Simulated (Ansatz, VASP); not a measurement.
## GaN in VASP and in Ansatz

Contents of POSCAR:

```
GaN
1.0
    3.2308966026      0.0000000000      0.0000000000
   -1.6154483013      2.7980385348      0.0000000000
    0.0000000000      0.0000000000      5.1468938292
Ga N
2 2
Direct
    0.3333333333      0.6666666667     -0.0026396701
    0.6666666667      0.3333333333      0.4973603299
    0.3333333333      0.6666666667      0.3776396701
    0.6666666667      0.3333333333      0.8776396701
```

File INCAR.step1:

```
ALGO     = Normal         # electronic algorithm
EDIFF    = 1E-5           # SCF threshold, eV
ENCUT    = 910            # plane-wave cutoff, eV
GGA      = PE             # functional
GGA_COMPAT= False        
ISMEAR   = 0              # smearing method
LASPH    = True           # aspherical terms in the spheres
LCHARG   = False          # write CHGCAR
LREAL    = False          # projectors in reciprocal space
LWAVE    = True           # write WAVECAR
NBANDS   = 26             # bands
NELM     = 120            # most SCF steps
PREC     = Accurate       # precision mode
SIGMA    = 0.01           # smearing width, eV
```

File INCAR.step2:

```
ALGO     = Normal         # electronic algorithm
EDIFF    = 1E-6           # SCF threshold, eV
ENCUT    = 910            # plane-wave cutoff, eV
GGA_COMPAT= False        
ISIF     = 2              # what is computed and relaxed
ISMEAR   = 0              # smearing method
ISTART   = 1            
LASPH    = True           # aspherical terms in the spheres
LCHARG   = False          # write CHGCAR
LMIXTAU  = True         
LREAL    = False          # projectors in reciprocal space
LWAVE    = False          # write WAVECAR
METAGGA  = R2SCAN         # meta-GGA
NBANDS   = 26             # bands
NELM     = 120            # most SCF steps
PREC     = Accurate       # precision mode
SIGMA    = 0.01           # smearing width, eV
```

File KPOINTS:

```
k-points
0
Gamma
  12 12 6
```

Input for Ansatz:

```yaml
crystal:
  lattice:
    - [3.2308966026, 0.0, 0.0]
    - [-1.6154483013, 2.7980385348, 0.0]
    - [0.0, 0.0, 5.1468938292]
  atoms:
    - { symbol: Ga, position: [0.3333333333, 0.6666666667, -0.0026396701] }
    - { symbol: Ga, position: [0.6666666667, 0.3333333333, 0.4973603299] }
    - { symbol: "N", position: [0.3333333333, 0.6666666667, 0.3776396701] }
    - { symbol: "N", position: [0.6666666667, 0.3333333333, 0.8776396701] }
kpoints:
  mp_grid: { grid: [12, 12, 6] }
  band_path:
    path:
      - [0.0, 0.0, 0.0]
      - [0.5, 0.0, 0.0]
      - [0.3333333333, 0.3333333333, 0.0]
      - [0.0, 0.0, 0.5]
      - [0.5, 0.0, 0.5]
      - [0.3333333333, 0.3333333333, 0.5]
    npoints: 1
hamiltonian:
  xc: r2scan
scf:
  occupations: { method: fixed }
  n_extra_bands: 5
output:
  forces: true
  stress: true
  eigenvalues: true
```

Change from the starting cell: epitaxial_xy strain +1.5%.

Alike in both runs: task single point; functional r2SCAN; k mesh 12 × 12 × 6; no spin polarisation.

```csv
,VASP,Ansatz
version,VASP 6.6.1,Ansatz 0.2.0
potentials or method,"VASP PAW PBE potentials, release 64 (Ga_d, N_h)","plane waves, PAW"
plane-wave cutoff (eV),910,500
occupations,"gaussian, width 0.01 eV",fixed
valence electrons in the cell,36,36
```

|  | VASP | Ansatz | Ansatz less VASP |
| --- | --- | --- | --- |
| gap on the k mesh at the Fermi level (eV) | 2.16 | 2.17 | +0.008 |
| rms of the force components (eV/Å) | 0.003 | 0.000 | -0.0031 |

VASP's potentials were made for PBE, not for r2SCAN. Atom by atom the forces differ by 0.003 eV/Å (rms over components).

Noted on VASP's run: the cutoff is short for stress, so the pressure is rough.
